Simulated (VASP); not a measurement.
Here is a VASP 6.6.1 calculation.

The input INCAR:

```
SYSTEM = SiO2
ALGO = Normal ; EDIFF = 1E-6
ENCUT = 520 ; GGA = PE
ISIF = 2 ; ISMEAR = 0
LASPH = .TRUE. ; LCHARG = .TRUE.
LELF = .TRUE. ; LREAL = .FALSE.
LVHAR = .TRUE. ; LWAVE = .FALSE.
NBANDS = 25 ; NELM = 100
PREC = Accurate ; SIGMA = 0.05
```

The input KPOINTS:

```
k-points
0
G
  6 6 8
  0 0 0
```

Contents of POSCAR:

```
SiO2
1.0
    4.2358788249      0.0000000000      0.0000000000
    0.0000000000      4.2358788249      0.0000000000
    0.0000000000      0.0000000000      2.6091000000
Si O
2 4
Direct
    0.5000000000      0.5000000000      0.5000000000
    0.0000000000      0.0000000000      0.0000000000
    0.6930127928      0.6930127928      0.0000000000
    0.1930127928      0.8069872072      0.5000000000
    0.3069872072      0.3069872072      0.0000000000
    0.8069872072      0.1930127928      0.5000000000
```

Potentials or basis: VASP PAW PBE potentials, release 64 (Si, O).

The run is started by

```bash
$ cat potpaw_PBE.64/Si/POTCAR potpaw_PBE.64/O/POTCAR > POTCAR
$ mpirun -np 1 vasp_std > vasp.out
```

(1) What does it give for the largest force?

(2) Estimate the band gap on the k mesh.

(3) Predict the pressure.

Answers

(1) 0.063 eV/Å.

(2) 5.68 eV.

(3) 11.9 GPa.

Caveat: the cell stands under pressure.
